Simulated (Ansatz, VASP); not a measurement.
## ScTl: VASP beside Ansatz

```
Sc Tl
1.0
     0.00000    3.02298    3.02298
     3.02298    0.00000    3.02298
     3.02298    3.02298    0.00000
Sc Tl
1 1
Direct
  0.00000 0.00000 0.00000
  0.50000 0.50000 0.50000
```

Change from the starting cell: species swapped into the CaTe type (Fm-3m, No. 225).

Alike in both runs: task single point; functional PBE; k mesh 6 × 6 × 6; occupations gaussian, width 0.1 eV; collinear spin.

```csv
,VASP,Ansatz
version,VASP 6.6.1,Ansatz 0.2.0
potentials or method,"VASP PAW PBE potentials, release 64 (Sc_sv, Tl_d), cutoff 500 eV","scalar-relativistic, plane waves, PAW"
valence electrons in the cell,24,24
```

|  | VASP | Ansatz | Ansatz less VASP |
| --- | --- | --- | --- |
| gap on the k mesh at the Fermi level (eV) | none | none | - |
| pressure (GPa) | -1.6 | -1.6 | -0.01 |
| net moment per atom (μB) | 0.26 | 0.26 | +0.001 |
| size of the moment on the site where the two differ most (μB) | 0.07 | 0.07 | -0.002 |

Site moments also hang on the region over which each program counts them. A gap of «none» marks a metal or a gap that the smearing closes.

Spin-orbit coupling is off throughout.
